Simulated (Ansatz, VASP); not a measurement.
**PbS in VASP and in Ansatz**

File INCAR:

```
PREC = Accurate
ENCUT = 520
EDIFF = 1E-7
ISMEAR = 0
SIGMA = 0.01
LREAL = False
LASPH = True
NELM = 60
ALGO = Normal
ISIF = 2
LWAVE = False
LCHARG = False
GGA = PE
NBANDS = 50
```

KPOINTS

```
regular mesh
0
Gamma
  4 6 4
```

File POSCAR:

```
PbS
1.0
    5.8670136084      0.0000000000      0.2236883127
    0.0000000000      3.9792467357      0.0000000000
   -0.2503671076      0.0000000000      9.9747783827
Pb S
4 4
Direct
    0.7376751410      0.2500000000      0.6184295417
    0.2623248590      0.7500000000      0.3815704583
    0.2603830543      0.2500000000      0.8934940994
    0.7396169457      0.7500000000      0.1065059006
    0.7471270842      0.2500000000      0.9165719888
    0.2528729158      0.7500000000      0.0834280112
    0.4335533169      0.7500000000      0.6543354510
    0.5664466831      0.2500000000      0.3456645490
```

Input for Ansatz:

```yaml
crystal:
  lattice:
    - [5.8670136084, 0.0, 0.2236883127]
    - [0.0, 3.9792467357, 0.0]
    - [-0.2503671076, 0.0, 9.9747783827]
  atoms:
    - { symbol: Pb, position: [0.737675141, 0.25, 0.6184295417] }
    - { symbol: Pb, position: [0.262324859, 0.75, 0.3815704583] }
    - { symbol: Pb, position: [0.2603830543, 0.25, 0.8934940994] }
    - { symbol: Pb, position: [0.7396169457, 0.75, 0.1065059006] }
    - { symbol: S, position: [0.7471270842, 0.25, 0.9165719888] }
    - { symbol: S, position: [0.2528729158, 0.75, 0.0834280112] }
    - { symbol: S, position: [0.4335533169, 0.75, 0.654335451] }
    - { symbol: S, position: [0.5664466831, 0.25, 0.345664549] }
kpoints:
  mp_grid: { grid: [4, 6, 4] }
  band_path:
    path:
      - [0.0, 0.0, 0.0]
      - [0.0, -0.5, 0.0]
      - [0.0, -0.5, -0.5]
      - [0.0, 0.0, -0.5]
      - [-0.5, 0.0, -0.5]
      - [-0.5, -0.5, -0.5]
      - [-0.5, -0.5, 0.0]
      - [-0.5, 0.0, 0.0]
      - [0.393229, 0.0, -0.239583]
      - [-0.45, 0.0, 0.0]
    npoints: 1
hamiltonian:
  xc: pbe
scf:
  occupations: { method: fixed }
  n_extra_bands: 6
output:
  forces: true
  stress: true
  eigenvalues: true
```

Alike in both runs: task single point; functional PBE; k mesh 4 × 6 × 4; no spin polarisation.

|  | VASP | Ansatz |
| --- | --- | --- |
| version | VASP 6.6.1 | Ansatz 0.2.0 |
| potentials or method | VASP PAW PBE potentials, release 64 (Pb_d, S) | plane waves, PAW |
| plane-wave cutoff (eV) | 520 | 420 |
| occupations | gaussian, width 0.01 eV | fixed |
| valence electrons in the cell | 80 | 80 |

```csv
,VASP,Ansatz,Ansatz less VASP
gap on the k mesh at the Fermi level (eV),0.91,0.91,+0.003
pressure (GPa),1.9,2.0,+0.06
"traceless stress, the component that is largest in VASP (GPa)",0.27,0.29,+0.016
rms of the force components (eV/Å),0.062,0.061,-0.0004
```

Atom by atom the forces differ by 0.001 eV/Å (rms over components).

Spin-orbit coupling is off throughout.
